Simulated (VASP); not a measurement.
Sc: single point with PBE

The system is Sc.

```
Sc
1.0
     3.05077    0.00000    0.00000
     0.00000    3.05077    0.00000
     0.00000    0.00000    3.05077
Sc
1
Direct
  0.00000 0.00000 0.00000
```

This isn't the form of Sc at room conditions, which is hcp.

```yaml
Program: VASP 6.6.1
Task: single point
Functional: PBE
Potentials_or_basis: VASP PAW PBE potentials, release 64 (Sc_sv)
Cutoff: 520 eV
k_mesh: 12 × 12 × 12
Occupations: fermi-dirac, width 0.1 eV
Spin: no spin polarisation
Dipole_correction: no
Further_INCAR_settings: ALGO = Normal; EDIFF = 1e-06; NBANDS = 12
```

```
Pressure               : -2.4 GPa
Band gap on the k mesh : zero (an odd number of electrons rules out a gap without spin polarisation)
```

Levels at points of the mesh, in eV from the Fermi level:
```tsv
k point	band 1	band 2	band 3	band 4	band 5	band 6	band 7	band 8	band 9	band 10
(0.00, 0.00, 0.00)	-49.84	-28.26	-28.26	-28.26	-4.83	-0.40	-0.40	3.43	3.43	3.43
(0.50, 0.00, 0.00)	-49.79	-28.66	-28.23	-28.23	-1.67	-0.56	0.13	2.07	2.07	3.55
(0.50, 0.50, 0.00)	-49.75	-28.61	-28.61	-28.20	-1.48	0.17	2.37	2.37	3.28	3.28
(0.50, 0.50, 0.50)	-49.71	-28.56	-28.56	-28.56	-0.34	-0.34	-0.34	4.29	4.29	7.23
```

Run time: 33 s on 1 thread of Intel Xeon 8259CL, on a shared host, peak memory 0.15 GiB.
